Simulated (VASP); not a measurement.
# Sn3PbO4 in VASP: a series of runs

The runs below take Sn3PbO4 through single point, relaxation of cell and atoms, with PBE.

Program: VASP 6.6.1. These are calculated values, not measurements. Logs are shortened: lines on timing, memory, paths and dates and some standing lists are left out, and cuts for length are marked.

**1. The cell of the first run**

It takes space group I4mm (No. 107, tetragonal). Conventional cell: a = 5.546 Å, b = 5.546 Å, c = 9.848 Å, α = 90.00°, β = 90.00°, γ = 90.00°. Sn (site symmetry 4mm) has 4 O at 2.29 Å within 3.0 Å. Within 3.0 Å of Sn (site symmetry 2mm) lie 4 O at 2.29 Å. Within 3.0 Å of Pb (site symmetry 4mm) lie 4 O at 2.29 Å. O (site symmetry m) has 3 Sn at 2.29 Å and 1 Pb at 2.29 Å and 4 O at 2.77 Å within 3.0 Å.

**2. Single point, PBE**

The input, INCAR:

```
SYSTEM = Sn3PbO4
  PREC = Accurate
  ENCUT = 520
  EDIFF = 1E-7
  ISMEAR = 0
  SIGMA = 0.1
  LREAL = .FALSE.
  LASPH = .TRUE.
  NELM = 80
  ALGO = Normal
  ISIF = 2
  LWAVE = .FALSE.
  LCHARG = .FALSE.
  GGA = PE
  NBANDS = 50
```

The input, KPOINTS:

```
Automatic mesh
0
G
  4 4 4
  0 0 0
```

The input, POSCAR:

```
Sn3PbO4
1.0
   -2.7730035200      2.7730035200      4.9241386000
    2.7730035200     -2.7730035200      4.9241386000
    2.7730035200      2.7730035200     -4.9241386000
Sn Pb O
3 1 4
Direct
    0.1300000000      0.1300000000      0.0000000000
    0.3700000000      0.8700000000      0.5000000000
    0.8700000000      0.3700000000      0.5000000000
    0.6300000000      0.6300000000      0.0000000000
    0.5000000000      0.0000000000      0.0000000000
    0.0000000000      0.5000000000      0.0000000000
    0.5000000000      0.5000000000      0.5000000000
    0.0000000000      0.0000000000      0.5000000000
```

Potentials or basis: VASP PAW PBE potentials, release 64 (Sn_d, Pb_d, O).

Started as:

```bash
$ cat potpaw_PBE.64/Sn_d/POTCAR potpaw_PBE.64/Pb_d/POTCAR potpaw_PBE.64/O/POTCAR > POTCAR
$ mpirun -np 1 vasp_std > vasp.out
```

OUTCAR:

```text
SYSTEM = Sn3PbO4
   PREC = Accurate
   ENCUT = 520
   EDIFF = 1E-7
   ISMEAR = 0
   LREAL = .FALSE.
   LASPH = .TRUE.
   NELM = 80
   ISIF = 2
   GGA = PE

 ion  position               nearest neighbor table
   1  0.130  0.130  0.000-   5 2.29   6 2.29   7 2.29   8 2.29   3 3.64   2 3.64   3 3.64   2 3.64
                             4 3.92   4 3.92   4 3.92   4 3.92
   2  0.370  0.870  0.500-   7 2.29   8 2.29   6 2.29   5 2.29   1 3.64   4 3.64   1 3.64   4 3.64
                             4 3.77   4 3.77
   3  0.870  0.370  0.500-   7 2.29   8 2.29   5 2.29   6 2.29   4 3.64   1 3.64   1 3.64   4 3.64
                             4 3.77   4 3.77
   4  0.630  0.630  0.000-   5 2.29   6 2.29   8 2.29   7 2.29   2 3.64   3 3.64   3 3.64   2 3.64
                             2 3.77   3 3.77   2 3.77   3 3.77   1 3.92   1 3.92   1 3.92   1 3.92
   5  0.500  0.000  0.000-   1 2.29   3 2.29   4 2.29   2 2.29
   6  0.000  0.500  0.000-   1 2.29   2 2.29   4 2.29   3 2.29
   7  0.500  0.500  0.500-   2 2.29   3 2.29   1 2.29   4 2.29
   8  0.000  0.000  0.500-   2 2.29   3 2.29   4 2.29   1 2.29

  LATTYP: Found a body centered tetragonal cell.
 ALAT       =     5.5460070400
 C/A-ratio  =     1.7757419219

  Lattice vectors:

 A1 = (  -2.7730035200,   2.7730035200,   4.9241386000)
 A2 = (   2.7730035200,  -2.7730035200,   4.9241386000)
 A3 = (   2.7730035200,   2.7730035200,  -4.9241386000)

Analysis of symmetry for initial positions (statically):
=====================================================================
 Subroutine PRICEL returns:
 Original cell was already a primitive cell.

 Routine SETGRP: Setting up the symmetry group for a
 body centered tetragonal supercell.

 Subroutine GETGRP returns: Found  8 space group operations
 (whereof  8 operations were pure point group operations)
 out of a pool of 16 trial point group operations.

The static configuration has the point symmetry C_4v.

Analysis of symmetry for dynamics (positions and initial velocities):
=====================================================================
 Subroutine PRICEL returns:
 Original cell was already a primitive cell.

 Routine SETGRP: Setting up the symmetry group for a
 body centered tetragonal supercell.

 Subroutine GETGRP returns: Found  8 space group operations
 (whereof  8 operations were pure point group operations)
 out of a pool of 16 trial point group operations.

The dynamic configuration has the point symmetry C_4v.

 Subroutine INISYM returns: Found  8 space group operations
 (whereof  8 operations are pure point group operations),
 and found     1 'primitive' translations

----------------------------------------------------------------------------------------

                                     Primitive cell

  volume of cell :     151.4576

  direct lattice vectors                    reciprocal lattice vectors
    -2.773003520  2.773003520  4.924138600     0.000000000  0.180309905  0.101540602
     2.773003520 -2.773003520  4.924138600     0.180309905  0.000000000  0.101540602
     2.773003520  2.773003520 -4.924138600     0.180309905  0.180309905  0.000000000

  length of vectors
     6.294937489  6.294937489  6.294937489     0.206935148  0.206935148  0.254996712

  position of ions in fractional coordinates (direct lattice)
     0.130000000  0.130000000  0.000000000
     0.370000000  0.870000000  0.500000000
     0.870000000  0.370000000  0.500000000
     0.630000000  0.630000000  0.000000000
     0.500000000  0.000000000  0.000000000
     0.000000000  0.500000000  0.000000000
     0.500000000  0.500000000  0.500000000
     0.000000000  0.000000000  0.500000000

  ion indices of the primitive-cell ions
   primitive index   ion index
                 1           1
                 2           2
                 3           3
                 4           4
                 5           5
                 6           6
                 7           7
                 8           8

----------------------------------------------------------------------------------------

 KPOINTS: Automatic mesh

Automatic generation of k-mesh.
 Grid dimensions read from file:
 generate k-points for:    4    4    4

 Generating k-lattice:

  Cartesian coordinates                     Fractional coordinates (reciprocal lattice)
     0.000000000  0.045077476  0.025385151     0.250000000  0.000000000  0.000000000
     0.045077476  0.000000000  0.025385151     0.000000000  0.250000000  0.000000000
     0.045077476  0.045077476  0.000000000     0.000000000  0.000000000  0.250000000

  Length of vectors
     0.051733787  0.051733787  0.063749178

  Shift w.r.t. Gamma in fractional coordinates (k-lattice)
     0.000000000  0.000000000  0.000000000

 Subroutine IBZKPT returns following result:
 ===========================================

 Found     13 irreducible k-points:

 Following reciprocal coordinates:
            Coordinates               Weight
  0.000000  0.000000  0.000000      1.000000
  0.250000  0.000000  0.000000      8.000000
  0.500000  0.000000  0.000000      4.000000
  0.250000  0.250000  0.000000      8.000000
  0.500000  0.250000  0.000000     16.000000
 -0.250000  0.250000  0.000000      4.000000
  0.500000  0.500000  0.000000      2.000000
  0.250000  0.250000  0.250000      2.000000
 -0.250000  0.250000  0.250000      4.000000
  0.500000  0.500000  0.250000      4.000000
 -0.250000  0.500000  0.250000      8.000000
 -0.250000 -0.250000  0.250000      2.000000
  0.500000  0.500000  0.500000      1.000000
   k-points           NKPTS =     13   k-points in BZ     NKDIM =     13   number of bands    NBANDS=     50
   number of dos      NEDOS =    301   number of ions     NIONS =      8
   total plane-waves  NPLWV = 110592
   dimension x,y,z NGX =    48 NGY =   48 NGZ =   48
   dimension x,y,z NGXF=    96 NGYF=   96 NGZF=   96
   ions per type =               3   1   4
   NGX,Y,Z   is equivalent  to a cutoff of  12.68, 12.68, 12.68 a.u.
   NGXF,Y,Z  is equivalent  to a cutoff of  25.35, 25.35, 25.35 a.u.
 SYSTEM =  Sn3PbO4
   PREC   = accura    normal or accurate (medium, high low for compatibility)
   ISTART =      0    job   : 0-new  1-cont  2-samecut
   ICHARG =      2    charge: 1-file 2-atom 10-const
   ISPIN  =      1    spin polarized calculation?
   LNONCOLLINEAR =      F non collinear calculations
   LSORBIT =      F    spin-orbit coupling
   LASPH  =      T    aspherical Exc in radial PAW
   ENCUT  =  520.0 eV  38.22 Ry    6.18 a.u.  11.70 11.70 11.70*2*pi/ulx,y,z
   NELM   =     80;   NELMIN=  2; NELMDL= -5     # of ELM steps
   EDIFF  = 0.1E-06   stopping-criterion for ELM
   LREAL  =      F    real-space projection
   EDIFFG = 0.1E-05   stopping-criterion for IOM
   NSW    =      0    number of steps for IOM
   IBRION =     -1    ionic relax: 0-MD 1-quasi-New 2-CG
   NFREE  =      0    steps in history (QN), initial steepest desc. (CG)
   ISIF   =      2    stress and relaxation
   ISYM   =      2    0-nonsym 1-usesym 2-fastsym
   POTIM  = 0.5000    time-step for ionic-motion
   TEBEG  =    0.0;   TEEND  =   0.0 temperature during run
   PSTRESS=    0.0 pullay stress
   NELECT =      80.0000    total number of electrons
   NUPDOWN=      -1.0000    fix difference up-down
   EMIN   =  10.00;   EMAX   =-10.00  energy-range for DOS
   EFERMI =   0.00;   METHOD = LEGACY
   ISMEAR =     0;   SIGMA  =   0.10  broadening in eV -4-tet -1-fermi 0-gaus
   EFERMI_NEDOS =   21; number of points for ismear=-14 and -15
   IALGO  =     38    algorithm
   IMIX   =      4    mixing-type and parameters
     AMIX     =   0.40;   BMIX     =  1.00
     AMIX_MAG =   1.60;   BMIX_MAG =  1.00
  volume/ion in A,a.u.               =      18.93       127.76
  Fermi-wavevector in a.u.,A,eV,Ry     =   1.323349  2.500767 23.827245  1.751253
  Thomas-Fermi vector in A             =   2.452964
   LORBIT       =      0    0 simple, 1 ext, 2 COOP (PROOUT), +10 PAW based schemes
   GGA     = PE    functional components
   LHFCALC =     F    Hartree Fock is set to
   AEXX    =    0.0000 exact exchange contribution
   IVDW    =     0    specifies the selected vdW correction
   LEPSILON=     F    determine dielectric tensor
   LRPA    =     F    only Hartree local field effects (RPA)
 non-spin polarized calculation
 Gauss-broadening in eV      SIGMA  =   0.10
  energy-cutoff  :      520.00
  volume of cell :      151.46
 maximum number of plane-waves:      4102
 NGX is ok and might be reduce to    48
   NGX = 23   NGY = 23   NGZ = 23

 number of electron      80.0000027 magnetization

 Free energy of the ion-electron system (eV)
  ---------------------------------------------------
  ext. energy  EPLUGINS =         0.00000000
  ---------------------------------------------------
  free energy    TOTEN  =       -44.69237583 eV

  energy without entropy =      -44.69237137  energy(sigma->0) =      -44.69237360

 E-fermi :   6.1789     XC(G=0):  -9.9291

 val. band max:        5.9338712878   @ k =   0.0000   0.0000   0.0000
 cond. band min:       6.4367788393   @ k =   0.5000   0.5000   0.5000
 fundamental gap:      0.5029075515
 Fermi energy:         6.1788879716

 k-point     1 :       0.0000    0.0000    0.0000
  band No.  band energies     occupation
      1     -15.4627      2.00000
      2     -15.3904      2.00000
      3     -15.3904      2.00000
      4     -15.2359      2.00000
      5     -15.2210      2.00000
      6     -15.2210      2.00000
[... 42 lines left out ...]
     49      11.4908      0.00000
     50      11.5563      0.00000

 k-point     2 :       0.2500    0.0000    0.0000
  band No.  band energies     occupation
      1     -15.4494      2.00000
      2     -15.4000      2.00000
      3     -15.3730      2.00000
      4     -15.2375      2.00000
      5     -15.2345      2.00000
      6     -15.2285      2.00000
[... 575 lines left out ...]
 k-point    13 :       0.5000    0.5000    0.5000
  band No.  band energies     occupation
      1     -15.4529      2.00000
      2     -15.4079      2.00000
      3     -15.4079      2.00000
      4     -15.2397      2.00000
      5     -15.2203      2.00000
      6     -15.2127      2.00000
[... 42 lines left out ...]
     49      13.2373      0.00000
     50      13.2374      0.00000

------------------------ aborting loop because EDIFF is reached ----------------------------------------

  FORCE on cell =-STRESS in cart. coord.  units (eV):
  Direction    XX          YY          ZZ          XY          YZ          ZX
  --------------------------------------------------------------------------------------
  -------------------------------------------------------------------------------------
  Total       -0.3439034     -0.3439034     -0.1132997      0.0000000      0.0000000     -0.0000000
  in kB       -3.6379431     -3.6379431     -1.1985286      0.0000000      0.0000000     -0.0000000
  external PRESSURE =      -2.8248050 kB  Pullay stress =       0.0000000 kB

 VOLUME and BASIS-vectors are now :
 -----------------------------------------------------------------------------
  energy-cutoff  :      520.00
  volume of cell :      151.46
      direct lattice vectors                 reciprocal lattice vectors
    -2.773003520  2.773003520  4.924138600     0.000000000  0.180309905  0.101540602
     2.773003520 -2.773003520  4.924138600     0.180309905  0.000000000  0.101540602
     2.773003520  2.773003520 -4.924138600     0.180309905  0.180309905  0.000000000

 POSITION                                       TOTAL-FORCE (eV/Angst)
 -----------------------------------------------------------------------------------
      0.00000      0.00000      1.28028        -0.000000     -0.000000      0.799571
      2.77300      0.00000      3.64386        -0.000000     -0.000000     -0.817322
      0.00000      2.77300      3.64386        -0.000000      0.000000     -0.817322
      0.00000      0.00000      6.20441        -0.000000     -0.000000     -1.160815
     -1.38650      1.38650      2.46207         0.524519     -0.524519      0.498972
      1.38650     -1.38650      2.46207        -0.524519      0.524519      0.498972
      1.38650      1.38650      2.46207        -0.524519     -0.524519      0.498972
      1.38650      1.38650     -2.46207         0.524519      0.524519      0.498972
 -----------------------------------------------------------------------------------
    total drift:                               -0.000000     -0.000000     -0.000098

  FREE ENERGIE OF THE ION-ELECTRON SYSTEM (eV)
  ---------------------------------------------------
  free  energy   TOTEN  =       -44.6923758315 eV

  energy  without entropy=      -44.6923713722  energy(sigma->0) =      -44.69237360
```

Run time: 78 s. Hardware: 1 thread of Intel Xeon 6975P-C (Granite Rapids), shared host; peak memory 0.36 GiB.

Results:

```yaml
Free_energy: -44.6924 eV
Pressure: -0.3 GPa
Largest_force: 1.161 eV/Å
Band_gap_on_the_k_mesh: 0.50 eV, indirect (least direct gap 1.85 eV)
```

Forces on the atoms (eV/Å):
```
Sn   0.000  0.000  0.800
Sn   0.000  0.000 -0.817
Sn   0.000  0.000 -0.817
Pb   0.000  0.000 -1.161
O    0.525 -0.525  0.499
O   -0.525  0.525  0.499
O   -0.525 -0.525  0.499
O    0.525  0.525  0.499
```

Caveat: spin-orbit coupling is left out, which moves the levels of the heavy elements; forces of over 1 eV/Å act on the atoms, so gaps and moduli don't describe the material at rest. A k mesh can miss the band edges.

**3. Single point, PBE**

This run uses another cell than the first one, of 19.50 Å³/atom, 1.030 times its volume.

The input, INCAR:

```
SYSTEM = Sn3PbO4
ALGO     = Normal         ! electronic algorithm
EDIFF    = 1E-7           ! SCF threshold, eV
ENCUT    = 520            ! plane-wave cutoff, eV
GGA      = PE             ! functional
ISIF     = 2              ! what is computed and relaxed
ISMEAR   = 0              ! smearing method
LASPH    = .True.         ! aspherical terms in the spheres
LCHARG   = .True.         ! write CHGCAR
LELF     = .True.         ! ELF
LREAL    = .False.        ! projectors in reciprocal space
LVHAR    = .True.       
LWAVE    = .False.        ! write WAVECAR
NBANDS   = 50             ! bands
NELM     = 100            ! most SCF steps
PREC     = Accurate       ! precision mode
SIGMA    = 0.1            ! smearing width, eV
```

The input, KPOINTS:

```
k-points
0
Gamma
  4 4 4
  0 0 0
```

The input, POSCAR:

```
Sn3PbO4
1.0
   -2.7658772971      2.7658772971      5.0969989488
    2.7658772971     -2.7658772971      5.0969989488
    2.7658772971      2.7658772971     -5.0969989488
Sn Pb O
3 1 4
Direct
    0.1403127279      0.1403127279      0.0000000000
    0.3612717577      0.8612717577      0.5000000000
    0.8612717577      0.3612717577      0.5000000000
    0.6246181603      0.6246181603      0.0000000000
    0.4983527653      0.0079100329      0.0000000000
    0.0079100329      0.4983527653      0.0000000000
    0.4983527653      0.4983527653      0.4904427325
    0.0079100329      0.0079100329      0.5095572675
```

Potentials or basis: VASP PAW PBE potentials, release 64 (Sn_d, Pb_d, O).

Started as:

```bash
$ cat potpaw_PBE.64/Sn_d/POTCAR potpaw_PBE.64/Pb_d/POTCAR potpaw_PBE.64/O/POTCAR > POTCAR
$ mpirun -np 1 vasp_std > vasp.out
```

OUTCAR:

```text
SYSTEM = Sn3PbO4
   EDIFF = 1E-7
   ENCUT = 520
   GGA = PE
   ISIF = 2
   ISMEAR = 0
   LASPH = .True.
   LREAL = .False.
   NELM = 100
   PREC = Accurate

 ion  position               nearest neighbor table
   1  0.140  0.140  0.000-   5 2.24   6 2.24   7 2.24   8 2.24   2 3.57   3 3.57   3 3.57   2 3.57
                             4 3.91   4 3.91   4 3.91   4 3.91
   2  0.361  0.861  0.500-   8 2.25   5 2.25   6 2.25   7 2.25   1 3.57   1 3.57   4 3.67   4 3.67
                             4 3.85   4 3.85
   3  0.861  0.361  0.500-   8 2.25   6 2.25   5 2.25   7 2.25   1 3.57   1 3.57   4 3.67   4 3.67
                             4 3.85   4 3.85
   4  0.625  0.625  0.000-   7 2.39   8 2.39   6 2.39   5 2.39   2 3.67   2 3.67   3 3.67   3 3.67
[... 893 lines left out ...]
  in kB        1.6349306      1.6349306      5.0400797      0.0000000      0.0000000      0.0000000
  external PRESSURE =       2.7699803 kB  Pullay stress =       0.0000000 kB

 VOLUME and BASIS-vectors are now :
 -----------------------------------------------------------------------------
  energy-cutoff  :      520.00
  volume of cell :      155.97
      direct lattice vectors                 reciprocal lattice vectors
    -2.765877297  2.765877297  5.096998949     0.000000000  0.180774469  0.098096940
     2.765877297 -2.765877297  5.096998949     0.180774469  0.000000000  0.098096940
     2.765877297  2.765877297 -5.096998949     0.180774469  0.180774469  0.000000000

 POSITION                                       TOTAL-FORCE (eV/Angst)
 -----------------------------------------------------------------------------------
      0.00000      0.00000      1.43035         0.000000      0.000000     -0.091450
      2.76588     -0.00000      3.68280        -0.000000      0.000000      0.063776
     -0.00000      2.76588      3.68280         0.000000     -0.000000      0.063776
      0.00000      0.00000      6.36736        -0.000000     -0.000000     -0.032025
     -1.35650      1.35650      2.58042        -0.019936      0.019936     -0.001019
      1.35650     -1.35650      2.58042         0.019936     -0.019936     -0.001019
      1.35650      1.35650      2.58042         0.019936      0.019936     -0.001019
      1.40937      1.40937     -2.51658        -0.019936     -0.019936     -0.001019
 -----------------------------------------------------------------------------------
    total drift:                                0.000003      0.000003      0.000499

  FREE ENERGIE OF THE ION-ELECTRON SYSTEM (eV)
  ---------------------------------------------------
  free  energy   TOTEN  =       -44.9209364644 eV

  energy  without entropy=      -44.9209364175  energy(sigma->0) =      -44.92093644
```

Wall time 80 s (1 thread of Intel Xeon 6975P-C (Granite Rapids), shared host); peak memory 0.36 GiB.

Results:

- Free energy: -44.9209 eV
- Pressure: 0.3 GPa
- Largest force: 0.091 eV/Å
- Band gap on the k mesh: 0.66 eV, indirect (least direct gap 1.89 eV)

Forces in eV/Å, atoms in the order of the input:
```
Sn   0.000  0.000 -0.091
Sn   0.000  0.000  0.064
Sn   0.000  0.000  0.064
Pb   0.000  0.000 -0.032
O   -0.020  0.020 -0.001
O    0.020 -0.020 -0.001
O    0.020  0.020 -0.001
O   -0.020 -0.020 -0.001
```

Levels at points of the mesh, in eV from the valence-band top:
| k point | band 37 | band 38 | band 39 | band 40 | band 41 | band 42 | band 43 | band 44 |
| --- | --- | --- | --- | --- | --- | --- | --- | --- |
| (0.00, 0.00, 0.00) | -2.07 | -2.04 | -1.89 | 0.00 | 1.89 | 2.74 | 2.74 | 3.88 |
| (0.50, 0.00, 0.00) | -2.24 | -2.22 | -1.24 | -0.69 | 2.33 | 2.58 | 2.59 | 2.90 |
| (0.50, 0.50, 0.00) | -2.46 | -2.05 | -1.50 | -1.23 | 2.40 | 2.49 | 3.05 | 3.14 |
| (0.50, 0.50, 0.50) | -2.07 | -1.89 | -1.51 | -1.50 | 0.66 | 0.66 | 1.70 | 3.46 |

Caveat: spin-orbit coupling is left out, which moves the levels of the heavy elements. A k mesh can miss the band edges.

[end of part 1 of 2]
